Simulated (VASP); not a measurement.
Write the native input for VASP 6.6.1 that does the following.

```yaml
Task: single point
Functional: PBEsol
Potentials_or_basis: VASP PAW PBE potentials, release 64 (Ti_sv)
Cutoff: 520 eV
k_mesh: 14 × 14 × 14
Occupations: fermi-dirac, width 0.1 eV
Spin: no spin polarisation
Dipole_correction: no
Further_INCAR_settings: ALGO = Normal; EDIFF = 1e-06; NBANDS = 12
```

The structure of Ti lies in POSCAR:

```
Ti
1.0
    2.5284551518      0.0000000000      0.0000000000
    0.0000000000      2.5284551518      0.0000000000
    0.0000000000      0.0000000000      2.5284551518
Ti
1
Direct
    0.0000000000      0.0000000000      0.0000000000
```

This cell differs from its parent crystal: volume scaled by 0.92.

These files were run (other wordings do the same):

INCAR

```
PREC = Accurate ; ENCUT = 520
EDIFF = 1E-6 ; ISMEAR = -1
SIGMA = 0.1 ; LREAL = False
LASPH = True ; NELM = 80
ALGO = Normal ; ISIF = 2
LWAVE = False ; LCHARG = False
GGA = PS ; NBANDS = 12
```

KPOINTS

```
regular mesh
0
Gamma
  14 14 14
```

Potentials or basis: VASP PAW PBE potentials, release 64 (Ti_sv).

The run is started by

```sh
$ cat potpaw_PBE.64/Ti_sv/POTCAR > POTCAR
$ mpirun -np 1 vasp_std > vasp.out
```

Results of the run:

```yaml
Pressure: 7.7 GPa
Band_gap_on_the_k_mesh: zero (band 6 reaches 9.58 eV, above the bottom of band 7 at 7.20 eV)
```

Caveat: the PAW data sets were made with another functional, which shifts forces and pressure a little.

Run time: 35 s on 1 thread of AMD EPYC 7R13 (shared host), peak memory 0.11 GiB.
